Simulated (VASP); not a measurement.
A run of VASP 6.6.1 is set up as follows.

File INCAR:

```
ALGO = Normal
EDIFF = 1E-7
ENCUT = 520
GGA = PE
ISIF = 2
ISMEAR = 0
LASPH = True
LCHARG = False
LREAL = False
LWAVE = False
NBANDS = 37
NELM = 80
PREC = Accurate
SIGMA = 0.1
```

File KPOINTS:

```
k-points
0
Gamma
  6 6 8
```

The input POSCAR:

```
Ga2S5
1.0
    7.1222890364      0.0000000000      0.0000000000
   -3.5611445182      6.1680832386      0.0000000000
    0.0000000000      0.0000000000      5.3036974965
Ga S
2 5
Direct
    0.3333333333      0.6666666667      0.7680256015
    0.6666666667      0.3333333333      0.2319743985
    0.3333333333      0.6666666667      0.2600020642
    0.0000000000      0.5000000000      0.5000000000
    0.5000000000      0.5000000000      0.5000000000
    0.5000000000      0.0000000000      0.5000000000
    0.6666666667      0.3333333333      0.7399979358
```

Potentials or basis: VASP PAW PBE potentials, release 64 (Ga_d, S).

Run with:

```bash
$ cat potpaw_PBE.64/Ga_d/POTCAR potpaw_PBE.64/S/POTCAR > POTCAR
$ mpirun -np 1 vasp_std > vasp.out
```

Problem. Estimate the band gap on the k mesh.

Solution. Zero (bands 28 and 29 overlap by 0.65 eV).

Problem. Estimate the largest force.

Solution. 0.020 eV/Å.

Problem. What does it give for the pressure?

Solution. 0.0 GPa.

Forces in eV/Å, atoms in the order of the input:
```
Ga   0.000  0.000  0.002
Ga   0.000  0.000 -0.002
S    0.000  0.000  0.020
S    0.000  0.000  0.000
S    0.000  0.000  0.000
S    0.000  0.000  0.000
S    0.000  0.000 -0.020
```
